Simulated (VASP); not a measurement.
# CuO (C2/c) in VASP: single point with PBE

Aim: the single point of CuO with PBE.

Program: VASP 6.6.1. These are calculated values, not measurements. Logs are shortened: lines on timing, memory, paths and dates and some standing lists are left out, and cuts for length are marked.

**1. The cell of the first run**

The structure is monoclinic, space group C2/c (No. 15). The conventional cell has a = 4.684 Å, b = 3.423 Å, c = 5.129 Å, α = 90.00°, β = 99.54°, γ = 90.00°. Cu (site symmetry -1) has 4 O at 1.95 to 1.96 Å within 2.6 Å. Within 3.0 Å of O (site symmetry 2) lie 6 Cu at 1.95 to 2.78 Å and 6 O at 2.62 to 2.90 Å.

**2. Single point, PBE**

File INCAR:

```
SYSTEM = CuO
PREC = Accurate ; ENCUT = 520
EDIFF = 1E-7 ; ISMEAR = 0
SIGMA = 0.15 ; LREAL = .False.
LASPH = .True. ; NELM = 100
ALGO = Normal ; ISIF = 2
LWAVE = .False. ; LCHARG = .False.
GGA = PE ; NBANDS = 25
```

File KPOINTS:

```
Automatic mesh
0
Gamma
  8 8 4
  0 0 0
```

File POSCAR:

```
CuO
1.0
    2.3418500000     -1.7113000000      0.0000000000
    2.3418500000      1.7113000000      0.0000000000
   -0.8500274300      0.0000000000      5.0578693900
Cu O
2 2
Direct
    0.0000000000      0.5000000000      0.0000000000
    0.5000000000      0.0000000000      0.5000000000
    0.5816000000      0.4184000000      0.2500000000
    0.4184000000      0.5816000000      0.7500000000
```

Potentials or basis: VASP PAW PBE potentials, release 64 (Cu, O).

Run with:

```console
cat potpaw_PBE.64/Cu/POTCAR potpaw_PBE.64/O/POTCAR > POTCAR
mpirun -np 1 vasp_std > vasp.out
```

OUTCAR:

```text
SYSTEM = CuO
   PREC = Accurate
   ENCUT = 520
   EDIFF = 1E-7
   ISMEAR = 0
   LREAL = .False.
   LASPH = .True.
   NELM = 100
   ISIF = 2
   GGA = PE

 ion  position               nearest neighbor table
   1  0.000  0.500  0.000-   3 1.95   4 1.95   4 1.96   3 1.96
   2  0.500  0.000  0.500-   4 1.95   3 1.95   4 1.96   3 1.96
   3  0.582  0.418  0.250-   2 1.95   1 1.95   2 1.96   1 1.96
   4  0.418  0.582  0.750-   1 1.95   2 1.95   2 1.96   1 1.96

  LATTYP: Found a base centered monoclinic cell.
 ALAT       =     4.6837000000
 B/A-ratio  =     0.7307470589
 C/A-ratio  =     1.0950317048
 COS(beta)  =    -0.1657361236

  Lattice vectors:

 A1 = (   2.3418500000,  -1.7113000000,   0.0000000000)
 A2 = (   2.3418500000,   1.7113000000,   0.0000000000)
 A3 = (  -0.8500274300,   0.0000000000,   5.0578693900)

Analysis of symmetry for initial positions (statically):
=====================================================================
 Subroutine PRICEL returns:
 Original cell was already a primitive cell.

 Routine SETGRP: Setting up the symmetry group for a
 base centered monoclinic supercell.

 Subroutine GETGRP returns: Found  4 space group operations
 (whereof  2 operations were pure point group operations)
 out of a pool of  4 trial point group operations.

The static configuration has the point symmetry S_2 .
 The point group associated with its full space group is C_2h.

Analysis of symmetry for dynamics (positions and initial velocities):
=====================================================================
 Subroutine PRICEL returns:
 Original cell was already a primitive cell.

 Routine SETGRP: Setting up the symmetry group for a
 base centered monoclinic supercell.

 Subroutine GETGRP returns: Found  4 space group operations
 (whereof  2 operations were pure point group operations)
 out of a pool of  4 trial point group operations.

The dynamic configuration has the point symmetry S_2 .
 The point group associated with its full space group is C_2h.

 Subroutine INISYM returns: Found  4 space group operations
 (whereof  2 operations are pure point group operations),
 and found     1 'primitive' translations

----------------------------------------------------------------------------------------

                                     Primitive cell

  volume of cell :      40.5399

  direct lattice vectors                    reciprocal lattice vectors
     2.341850000 -1.711300000  0.000000000     0.213506416 -0.292175539  0.035881968
     2.341850000  1.711300000  0.000000000     0.213506416  0.292175539  0.035881968
    -0.850027430  0.000000000  5.057869390     0.000000000  0.000000000  0.197711709

  length of vectors
     2.900484289  2.900484289  5.128799996     0.363646877  0.363646877  0.197711709

  position of ions in fractional coordinates (direct lattice)
     0.000000000  0.500000000  0.000000000
     0.500000000  0.000000000  0.500000000
     0.581600000  0.418400000  0.250000000
     0.418400000  0.581600000  0.750000000

  ion indices of the primitive-cell ions
   primitive index   ion index
                 1           1
                 2           2
                 3           3
                 4           4

----------------------------------------------------------------------------------------

 KPOINTS: Automatic mesh

Automatic generation of k-mesh.
 Grid dimensions read from file:
 generate k-points for:    8    8    4

 Generating k-lattice:

  Cartesian coordinates                     Fractional coordinates (reciprocal lattice)
     0.026688302 -0.036521942  0.004485246     0.125000000  0.000000000  0.000000000
     0.026688302  0.036521942  0.004485246     0.000000000  0.125000000  0.000000000
     0.000000000  0.000000000  0.049427927     0.000000000  0.000000000  0.250000000

  Length of vectors
     0.045455860  0.045455860  0.049427927

  Shift w.r.t. Gamma in fractional coordinates (k-lattice)
     0.000000000  0.000000000  0.000000000

 Subroutine IBZKPT returns following result:
 ===========================================

 Found     78 irreducible k-points:

 Following reciprocal coordinates:
            Coordinates               Weight
  0.000000  0.000000  0.000000      1.000000
  0.125000 -0.000000 -0.000000      4.000000
  0.250000 -0.000000 -0.000000      4.000000
  0.375000 -0.000000  0.000000      4.000000
  0.500000 -0.000000 -0.000000      2.000000
  0.125000  0.125000 -0.000000      2.000000
[... 16 lines left out ...]
  0.125000 -0.000000  0.250000      4.000000
  0.250000 -0.000000  0.250000      4.000000
 [... further k-points ...]
   k-points           NKPTS =     78   k-points in BZ     NKDIM =     78   number of bands    NBANDS=     25
   number of dos      NEDOS =    301   number of ions     NIONS =      4
   total plane-waves  NPLWV =  23040
   dimension x,y,z NGX =    24 NGY =   24 NGZ =   40
   dimension x,y,z NGXF=    48 NGYF=   48 NGZF=   80
   ions per type =               2   2
   NGX,Y,Z   is equivalent  to a cutoff of  13.76, 13.76, 12.97 a.u.
   NGXF,Y,Z  is equivalent  to a cutoff of  27.51, 27.51, 25.93 a.u.
 SYSTEM =  CuO
   PREC   = accura    normal or accurate (medium, high low for compatibility)
   ISTART =      0    job   : 0-new  1-cont  2-samecut
   ICHARG =      2    charge: 1-file 2-atom 10-const
   ISPIN  =      1    spin polarized calculation?
   LNONCOLLINEAR =      F non collinear calculations
   LSORBIT =      F    spin-orbit coupling
   LASPH  =      T    aspherical Exc in radial PAW
   ENCUT  =  520.0 eV  38.22 Ry    6.18 a.u.   5.39  5.39  9.54*2*pi/ulx,y,z
   NELM   =    100;   NELMIN=  2; NELMDL= -5     # of ELM steps
   EDIFF  = 0.1E-06   stopping-criterion for ELM
   LREAL  =      F    real-space projection
   EDIFFG = 0.1E-05   stopping-criterion for IOM
   NSW    =      0    number of steps for IOM
   IBRION =     -1    ionic relax: 0-MD 1-quasi-New 2-CG
   NFREE  =      0    steps in history (QN), initial steepest desc. (CG)
   ISIF   =      2    stress and relaxation
   ISYM   =      2    0-nonsym 1-usesym 2-fastsym
   POTIM  = 0.5000    time-step for ionic-motion
   TEBEG  =    0.0;   TEEND  =   0.0 temperature during run
   PSTRESS=    0.0 pullay stress
   NELECT =      34.0000    total number of electrons
   NUPDOWN=      -1.0000    fix difference up-down
   EMIN   =  10.00;   EMAX   =-10.00  energy-range for DOS
   EFERMI =   0.00;   METHOD = LEGACY
   ISMEAR =     0;   SIGMA  =   0.15  broadening in eV -4-tet -1-fermi 0-gaus
   EFERMI_NEDOS =   21; number of points for ismear=-14 and -15
   IALGO  =     38    algorithm
   IMIX   =      4    mixing-type and parameters
     AMIX     =   0.40;   BMIX     =  1.00
     AMIX_MAG =   1.60;   BMIX_MAG =  1.00
  volume/ion in A,a.u.               =      10.13        68.39
  Fermi-wavevector in a.u.,A,eV,Ry     =   1.543856  2.917465 32.429379  2.383492
  Thomas-Fermi vector in A             =   2.649460
   LORBIT       =      0    0 simple, 1 ext, 2 COOP (PROOUT), +10 PAW based schemes
   GGA     = PE    functional components
   LHFCALC =     F    Hartree Fock is set to
   AEXX    =    0.0000 exact exchange contribution
   IVDW    =     0    specifies the selected vdW correction
   LEPSILON=     F    determine dielectric tensor
   LRPA    =     F    only Hartree local field effects (RPA)
 non-spin polarized calculation
 Gauss-broadening in eV      SIGMA  =   0.15
  energy-cutoff  :      520.00
  volume of cell :       40.54
 maximum number of plane-waves:      1129
 NGX is ok and might be reduce to    24
   NGX = 11   NGY = 11   NGZ = 19

 number of electron      34.0000001 magnetization

 Free energy of the ion-electron system (eV)
  ---------------------------------------------------
  ext. energy  EPLUGINS =         0.00000000
  ---------------------------------------------------
  free energy    TOTEN  =       -19.53709014 eV

  energy without entropy =      -19.51320665  energy(sigma->0) =      -19.52514840

 E-fermi :   5.7323     XC(G=0): -11.9148

 val. band max:        5.7306710133   @ k =   0.3750   0.2500   0.5000
 cond. band min:       5.7645826908   @ k =   0.2500   0.1250   0.0000
 fundamental gap:      0.0339116775
 Fermi energy:         5.7322532433

 k-point     1 :       0.0000    0.0000    0.0000
  band No.  band energies     occupation
      1     -14.2127      2.00000
      2     -12.8863      2.00000
      3      -2.4321      2.00000
      4       0.1587      2.00000
      5       0.5563      2.00000
      6       2.4043      2.00000
[... 17 lines left out ...]
     24      22.1238      0.00000
     25      22.4505      0.00000

 k-point     2 :       0.1250   -0.0000   -0.0000
  band No.  band energies     occupation
      1     -14.1086      2.00000
      2     -12.8529      2.00000
      3      -2.2625      2.00000
      4       0.1319      2.00000
      5       0.5143      2.00000
      6       1.3687      2.00000
[... 17 lines left out ...]
     24      21.4534      0.00000
     25      22.5311      0.00000

 k-point     3 :       0.2500   -0.0000   -0.0000
  band No.  band energies     occupation
      1     -13.8435      2.00000
      2     -12.7714      2.00000
      3      -1.8404      2.00000
      4      -0.0660      2.00000
      5       0.0471      2.00000
      6       0.5348      2.00000
[... 17 lines left out ...]
     24      20.2304      0.00000
     25      21.9856      0.00000

 k-point     4 :       0.3750   -0.0000    0.0000
  band No.  band energies     occupation
      1     -13.5548      2.00000
      2     -12.6886      2.00000
      3      -1.4185      2.00000
      4      -1.1045      2.00000
      5      -0.0221      2.00000
      6       0.5421      2.00000
[... 17 lines left out ...]
     24      18.9492      0.00000
     25      21.5166      0.00000
[... 477 lines left out ...]
 k-point    22 :       0.0000    0.0000    0.2500
  band No.  band energies     occupation
      1     -14.0471      2.00000
      2     -13.1166      2.00000
      3      -1.8490      2.00000
      4       0.2828      2.00000
      5       0.5957      2.00000
      6       1.4907      2.00000
[... 17 lines left out ...]
     24      20.8276      0.00000
     25      22.6415      0.00000

 k-point    23 :       0.1250   -0.0000    0.2500
  band No.  band energies     occupation
      1     -13.9341      2.00000
      2     -13.0890      2.00000
      3      -1.7071      2.00000
      4       0.1965      2.00000
      5       0.5223      2.00000
      6       1.0733      2.00000
[... 17 lines left out ...]
     24      20.3386      0.00000
     25      21.9757      0.00000

 k-point    24 :       0.2500   -0.0000    0.2500
  band No.  band energies     occupation
      1     -13.6853      2.00000
      2     -12.9740      2.00000
      3      -1.4961      2.00000
      4      -0.2317      2.00000
      5       0.1969      2.00000
      6       0.4346      2.00000
[... 17 lines left out ...]
     24      20.5105      0.00000
     25      21.0361      0.00000

 [... further k-points ...]

------------------------ aborting loop because EDIFF is reached ----------------------------------------

  FORCE on cell =-STRESS in cart. coord.  units (eV):
  Direction    XX          YY          ZZ          XY          YZ          ZX
  --------------------------------------------------------------------------------------
  -------------------------------------------------------------------------------------
  Total        1.5964942      1.8267047      1.4376238      0.0000000      0.0000000     -0.2856375
  in kB       63.0950202     72.1931688     56.8163077      0.0000000      0.0000000    -11.2886761
  external PRESSURE =      64.0348322 kB  Pullay stress =       0.0000000 kB

 VOLUME and BASIS-vectors are now :
 -----------------------------------------------------------------------------
  energy-cutoff  :      520.00
  volume of cell :       40.54
      direct lattice vectors                 reciprocal lattice vectors
     2.341850000 -1.711300000  0.000000000     0.213506416 -0.292175539  0.035881968
     2.341850000  1.711300000  0.000000000     0.213506416  0.292175539  0.035881968
    -0.850027430  0.000000000  5.057869390     0.000000000  0.000000000  0.197711709

 POSITION                                       TOTAL-FORCE (eV/Angst)
 -----------------------------------------------------------------------------------
      1.17092      0.85565      0.00000         0.000000     -0.000000      0.000000
      0.74591     -0.85565      2.52893         0.000000      0.000000      0.000000
      2.12934     -0.27928      1.26447         0.000000      0.234622      0.000000
      1.70433      0.27928      3.79340        -0.000000     -0.234622      0.000000
 -----------------------------------------------------------------------------------
    total drift:                                0.000000      0.000000     -0.000000

  FREE ENERGIE OF THE ION-ELECTRON SYSTEM (eV)
  ---------------------------------------------------
  free  energy   TOTEN  =       -19.5370901401 eV

  energy  without entropy=      -19.5132066505  energy(sigma->0) =      -19.52514840
```

Run time: 68 s. Hardware: 1 thread of AMD EPYC 7R13 (Zen 3), shared host; peak memory 0.17 GiB.

What came out:

- Free energy: -19.5371 eV
- Pressure: 6.4 GPa
- Largest force: 0.235 eV/Å
- Band gap on the k mesh: zero (bands 17 and 18 overlap by 0.68 eV)

Forces in eV/Å, atoms in the order of the input:
```
Cu   0.000  0.000  0.000
Cu   0.000  0.000  0.000
O    0.000  0.235  0.000
O    0.000 -0.235  0.000
```

Stress tensor (GPa, compression positive):
```
 6.31  0.00 -1.13
 0.00  7.22  0.00
-1.13  0.00  5.68
```

Caveat: the cell stands under pressure; semilocal functionals often make such compounds metallic where correlation or magnetic order opens a gap, which also shifts bond lengths.

The gap in the log of VASP goes by the Fermi energy; the results here count the filled bands.